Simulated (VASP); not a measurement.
GaN, 2 atoms in the cell. Symmetry: F-43m, No. 216, cubic system. The conventional cell has a = 4.507 Å, b = 4.507 Å, c = 4.507 Å, α = 90.00°, β = 90.00°, γ = 90.00°. Ga (site symmetry -43m) has 4 N at 1.95 Å within 2.6 Å. Within 2.6 Å of N (site symmetry -43m) lie 4 Ga at 1.95 Å. 

```yaml
Program: VASP 6.6.1
Task: relaxation of cell and atoms
Functional: PBEsol
Potentials_or_basis: VASP PAW PBE potentials, release 64 (Ga_d, N)
Cutoff: 600 eV
k_mesh: 9 × 9 × 9
Occupations: gaussian, width 0.01 eV
Spin: no spin polarisation
Dipole_correction: no
Further_INCAR_settings: ALGO = Normal; EDIFF = 1e-06; IBRION = 2; EDIFFG = -0.01; NSW = 80; ISIF = 3
```

Potentials or basis: VASP PAW PBE potentials, release 64 (Ga_d, N).

Run with:

```bash
$ cat potpaw_PBE.64/Ga_d/POTCAR potpaw_PBE.64/N/POTCAR > POTCAR
$ mpirun -np 1 vasp_std > vasp.out
```

Hardware: 1 thread of Intel(R) Xeon(R) Platinum 8259CL CPU @ 2.50GHz (Skylake/Cascade Lake), on a shared host.

**Question.** How long does it take, and how much memory?

**Answer.** It took 36 s on 1 thread of Intel(R) Xeon(R) Platinum 8259CL CPU @ 2.50GHz (Skylake/Cascade Lake), on a shared host, peak memory 0.17 GiB. Counts: scf iterations 33, k points 35, ion steps 5.
